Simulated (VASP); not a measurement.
# Cu (P6_3/mmc) in VASP: further runs, part 2 of 2

VASP 6.6.1. The steps go on from the part before.

### Step 5. Single point, r2SCAN (strain +0.050 along x and y, +0.050 along z)

POSCAR reads:

```
Cu
1.0
    2.6558064830      0.0000000000      0.0000000000
   -1.3279032415      2.2999958818      0.0000000000
    0.0000000000      0.0000000000      8.6771368474
Cu
4
Direct
    0.0000000000      0.0000000000      0.0000000000
    0.3333333333      0.6666666667      0.2500000000
    0.0000000000      0.0000000000      0.5000000000
    0.6666666667      0.3333333333      0.7500000000
```

INCAR.step1 reads:

```
PREC = Accurate ; ENCUT = 520
ISMEAR = 0 ; SIGMA = 0.15
LREAL = False ; LASPH = True
NELM = 100 ; NBANDS = 30
GGA = PE ; ALGO = Normal
EDIFF = 1E-4 ; LWAVE = True
LCHARG = False ; LUSENCCL = False
```

INCAR.step2 reads:

```
PREC = Accurate ; ENCUT = 520
EDIFF = 1E-6 ; ISMEAR = 0
SIGMA = 0.15 ; LREAL = False
LASPH = True ; NELM = 100
ALGO = Normal ; ISIF = 2
LWAVE = False ; LCHARG = False
METAGGA = R2SCAN ; LMIXTAU = True
NBANDS = 30 ; ISTART = 1
LUSENCCL = False
```

KPOINTS reads:

```
regular mesh
0
Gamma
  24 24 6
```

Potentials or basis: VASP PAW PBE potentials, release 64 (Cu).

The run is started by

```sh
$ cat potpaw_PBE.64/Cu/POTCAR > POTCAR
$ cp INCAR.step1 INCAR
$ mpirun -np 1 vasp_std > vasp.out
$ cp INCAR.step2 INCAR
$ mpirun -np 1 vasp_std > vasp.out
```

OUTCAR:

```text
PREC = Accurate
   ENCUT = 520
   EDIFF = 1E-6
   ISMEAR = 0
   LREAL = False
   LASPH = True
   NELM = 100
   ISIF = 2
   METAGGA = R2SCAN
   ISTART = 1

 ion  position               nearest neighbor table
   1  0.000  0.000  0.000-   2 2.66   4 2.66   2 2.66   4 2.66   4 2.66   2 2.66
   2  0.333  0.667  0.250-   1 2.66   3 2.66   1 2.66   3 2.66   1 2.66   3 2.66
   3  0.000  0.000  0.500-   2 2.66   4 2.66   2 2.66   4 2.66   4 2.66   2 2.66
   4  0.667  0.333  0.750-   1 2.66   3 2.66   1 2.66   3 2.66   1 2.66   3 2.66

  LATTYP: Found a hexagonal cell.
 ALAT       =     2.6558064830
 C/A-ratio  =     3.2672323465

  Lattice vectors:

 A1 = (   2.6558064830,   0.0000000000,   0.0000000000)
 A2 = (  -1.3279032415,   2.2999958818,   0.0000000000)
 A3 = (   0.0000000000,   0.0000000000,   8.6771368474)

Analysis of symmetry for initial positions (statically):
=====================================================================
 Subroutine PRICEL returns:
 Original cell was already a primitive cell.

 Routine SETGRP: Setting up the symmetry group for a
 hexagonal supercell.

 Subroutine GETGRP returns: Found 24 space group operations
 (whereof 12 operations were pure point group operations)
 out of a pool of 24 trial point group operations.

The static configuration has the point symmetry D_3d.
 The point group associated with its full space group is D_6h.

Analysis of symmetry for dynamics (positions and initial velocities):
=====================================================================
 Subroutine PRICEL returns:
 Original cell was already a primitive cell.

 Routine SETGRP: Setting up the symmetry group for a
 hexagonal supercell.

 Subroutine GETGRP returns: Found 24 space group operations
 (whereof 12 operations were pure point group operations)
 out of a pool of 24 trial point group operations.

The dynamic configuration has the point symmetry D_3d.
 The point group associated with its full space group is D_6h.

 Subroutine INISYM returns: Found 24 space group operations
 (whereof 12 operations are pure point group operations),
 and found     1 'primitive' translations

----------------------------------------------------------------------------------------

                                     Primitive cell

  volume of cell :      53.0029

  direct lattice vectors                    reciprocal lattice vectors
     2.655806483  0.000000000  0.000000000     0.376533458  0.217391694 -0.000000000
    -1.327903242  2.299995882  0.000000000     0.000000000  0.434783387  0.000000000
     0.000000000  0.000000000  8.677136847     0.000000000 -0.000000000  0.115245388

  length of vectors
     2.655806483  2.655806483  8.677136847     0.434783387  0.434783387  0.115245388

  position of ions in fractional coordinates (direct lattice)
     0.000000000  0.000000000  0.000000000
     0.333333333  0.666666667  0.250000000
     0.000000000  0.000000000  0.500000000
     0.666666667  0.333333333  0.750000000

  ion indices of the primitive-cell ions
   primitive index   ion index
                 1           1
                 2           2
                 3           3
                 4           4

----------------------------------------------------------------------------------------

 KPOINTS: regular mesh

Automatic generation of k-mesh.
 Grid dimensions read from file:
 generate k-points for:   24   24    6

 Generating k-lattice:

  Cartesian coordinates                     Fractional coordinates (reciprocal lattice)
     0.015688894  0.009057987 -0.000000000     0.041666667  0.000000000  0.000000000
     0.000000000  0.018115974  0.000000000     0.000000000  0.041666667  0.000000000
     0.000000000 -0.000000000  0.019207565     0.000000000  0.000000000  0.166666667

  Length of vectors
     0.018115974  0.018115974  0.019207565

  Shift w.r.t. Gamma in fractional coordinates (k-lattice)
     0.000000000  0.000000000  0.000000000

 Subroutine IBZKPT returns following result:
 ===========================================

 Found    244 irreducible k-points:

 Following reciprocal coordinates:
            Coordinates               Weight
  0.000000  0.000000  0.000000      1.000000
  0.041667  0.000000  0.000000      6.000000
  0.083333  0.000000  0.000000      6.000000
  0.125000  0.000000  0.000000      6.000000
  0.166667  0.000000  0.000000      6.000000
  0.208333  0.000000  0.000000      6.000000
[... 16 lines left out ...]
  0.416667  0.041667  0.000000     12.000000
  0.458333  0.041667  0.000000     12.000000
 [... further k-points ...]
   k-points           NKPTS =    244   k-points in BZ     NKDIM =    244   number of bands    NBANDS=     30
   number of dos      NEDOS =    301   number of ions     NIONS =      4
   total plane-waves  NPLWV =  28000
   dimension x,y,z NGX =    20 NGY =   20 NGZ =   70
   dimension x,y,z NGXF=    40 NGYF=   40 NGZF=  140
   ions per type =               4
   NGX,Y,Z   is equivalent  to a cutoff of  12.52, 12.52, 13.41 a.u.
   NGXF,Y,Z  is equivalent  to a cutoff of  25.04, 25.04, 26.82 a.u.
 SYSTEM =  unknown system
   PREC   = accura    normal or accurate (medium, high low for compatibility)
   ISTART =      1    job   : 0-new  1-cont  2-samecut
   ICHARG =      0    charge: 1-file 2-atom 10-const
   ISPIN  =      1    spin polarized calculation?
   LNONCOLLINEAR =      F non collinear calculations
   LSORBIT =      F    spin-orbit coupling
   LASPH  =      T    aspherical Exc in radial PAW
   ENCUT  =  520.0 eV  38.22 Ry    6.18 a.u.   4.94  4.94 16.13*2*pi/ulx,y,z
   NELM   =    100;   NELMIN=  2; NELMDL=  0     # of ELM steps
   EDIFF  = 0.1E-05   stopping-criterion for ELM
   LREAL  =      F    real-space projection
   EDIFFG = 0.1E-04   stopping-criterion for IOM
   NSW    =      0    number of steps for IOM
   IBRION =     -1    ionic relax: 0-MD 1-quasi-New 2-CG
   NFREE  =      0    steps in history (QN), initial steepest desc. (CG)
   ISIF   =      2    stress and relaxation
   ISYM   =      2    0-nonsym 1-usesym 2-fastsym
   POTIM  = 0.5000    time-step for ionic-motion
   TEBEG  =    0.0;   TEEND  =   0.0 temperature during run
   PSTRESS=    0.0 pullay stress
   NELECT =      44.0000    total number of electrons
   NUPDOWN=      -1.0000    fix difference up-down
   EMIN   =  10.00;   EMAX   =-10.00  energy-range for DOS
   EFERMI =   0.00;   METHOD = LEGACY
   ISMEAR =     0;   SIGMA  =   0.15  broadening in eV -4-tet -1-fermi 0-gaus
   EFERMI_NEDOS =   21; number of points for ismear=-14 and -15
   IALGO  =     38    algorithm
   IMIX   =      4    mixing-type and parameters
     AMIX     =   0.40;   BMIX     =  1.00
     AMIX_MAG =   1.60;   BMIX_MAG =  1.00
  volume/ion in A,a.u.               =      13.25        89.42
  Fermi-wavevector in a.u.,A,eV,Ry     =   1.538600  2.907533 32.208938  2.367290
  Thomas-Fermi vector in A             =   2.644946
   LORBIT       =      0    0 simple, 1 ext, 2 COOP (PROOUT), +10 PAW based schemes
   METAGGA = R2SCAN    functional components
   LHFCALC =     F    Hartree Fock is set to
   AEXX    =    0.0000 exact exchange contribution
   IVDW    =     0    specifies the selected vdW correction
   LEPSILON=     F    determine dielectric tensor
   LRPA    =     F    only Hartree local field effects (RPA)
 non-spin polarized calculation
 Gauss-broadening in eV      SIGMA  =   0.15
  energy-cutoff  :      520.00
  volume of cell :       53.00
 maximum number of plane-waves:      1467
 NGX is ok and might be reduce to    20
   NGX =  9   NGY =  9   NGZ = 33

 number of electron      44.0000046 magnetization

 Free energy of the ion-electron system (eV)
  ---------------------------------------------------
  ext. energy  EPLUGINS =         0.00000000
  ---------------------------------------------------
  free energy    TOTEN  =       -42.90041388 eV

  energy without entropy =      -42.88855150  energy(sigma->0) =      -42.89448269

 E-fermi :   6.0842     XC(G=0): -12.9842

 val. band max:        6.0703265686   @ k =   0.0833   0.0417   0.1667
 cond. band min:       6.0986647075   @ k =   0.3333   0.1667   0.3333
 fundamental gap:      0.0283381389
 Fermi energy:         6.0841740081

 k-point     1 :       0.0000    0.0000    0.0000
  band No.  band energies     occupation
      1      -2.7207      2.00000
      2      -0.6772      2.00000
      3      -0.6736      2.00000
      4       1.4617      2.00000
      5       3.0685      2.00000
      6       3.0735      2.00000
[... 781 lines left out ...]
     29      16.0411      0.00000
     30      16.1092      0.00000

 [... further k-points ...]
[... 5 lines left out ...]
  --------------------------------------------------------------------------------------
  -------------------------------------------------------------------------------------
  Total       -5.2690609     -5.2690609     -5.1768140      0.0000000      0.0000000      0.0000000
  in kB     -159.2736263   -159.2736263   -156.4851780      0.0000000      0.0000000      0.0000000
  external PRESSURE =    -158.3441435 kB  Pullay stress =       0.0000000 kB

 VOLUME and BASIS-vectors are now :
 -----------------------------------------------------------------------------
  energy-cutoff  :      520.00
  volume of cell :       53.00
      direct lattice vectors                 reciprocal lattice vectors
     2.655806483  0.000000000  0.000000000     0.376533458  0.217391694 -0.000000000
    -1.327903242  2.299995882  0.000000000     0.000000000  0.434783387  0.000000000
     0.000000000  0.000000000  8.677136847     0.000000000 -0.000000000  0.115245388

 POSITION                                       TOTAL-FORCE (eV/Angst)
 -----------------------------------------------------------------------------------
      0.00000      0.00000      0.00000        -0.000000     -0.000000     -0.000000
     -0.00000      1.53333      2.16928         0.000000     -0.000000      0.000000
      0.00000      0.00000      4.33857        -0.000000     -0.000000     -0.000000
      1.32790      0.76667      6.50785        -0.000000      0.000000     -0.000000
 -----------------------------------------------------------------------------------
    total drift:                                0.000000     -0.000000      0.000000

  FREE ENERGIE OF THE ION-ELECTRON SYSTEM (eV)
  ---------------------------------------------------
  free  energy   TOTEN  =       -42.9004138809 eV

  energy  without entropy=      -42.8885515049  energy(sigma->0) =      -42.89448269
```

It took 19 min on 1 × NVIDIA H100 80GB with 1 thread of AMD EPYC 7R13 (Zen 3), shared host; peak memory 1.4 GiB.

Results:

| Quantity | Value |
| --- | --- |
| Free energy | -42.9004 eV |
| Pressure | -15.8 GPa |
| Band gap on the k mesh | zero (bands 22 and 23 overlap by 5.05 eV) |

Stress tensor (GPa, compression positive):
```
-15.93   0.00   0.00
  0.00 -15.93   0.00
  0.00   0.00 -15.65
```

Caveat: the cell differs from its parent crystal (strain +0.050 along x and y, +0.050 along z); the cell stands under tension; the PAW data sets were made with another functional, which shifts forces and pressure a little.

### Step 6. The runs side by side

| cell | gap on the mesh (eV) | pressure (GPa) |
| --- | --- | --- |
| a = 2.656, b = 2.656, c = 7.851 Å, angles 90.0, 90.0, 120.0°, 4 atoms | none | -4.5 |
| a = 2.529, b = 2.529, c = 8.677 Å, angles 90.0, 90.0, 120.0°, 4 atoms | none | -6.1 |
| a = 2.656, b = 2.656, c = 8.264 Å, angles 90.0, 90.0, 120.0°, 4 atoms | none | -11.5 |
| a = 2.656, b = 2.656, c = 8.677 Å, angles 90.0, 90.0, 120.0°, 4 atoms | none | -15.8 |

Alike in all rows: task single point; level r2SCAN; potentials or basis VASP PAW PBE potentials, release 64 (Cu); no spin polarisation; k mesh 24 × 24 × 6; cutoff (eV) 520; smearing gaussian 0.15 eV.

Caveats: the PAW data sets were made with another functional, which shifts forces and pressure a little; the stress differs along the axes, from -9 to 5 GPa (at least some runs); the stress differs along the axes, from -11 to -3 GPa (at least some runs); the stress differs along the axes, from -14 to -7 GPa (at least some runs); the cell stands under tension (at least some runs).

Absolute energies hang on the potentials; compare differences alone.

The gap in the log of VASP goes by the Fermi energy; the results here count the filled bands.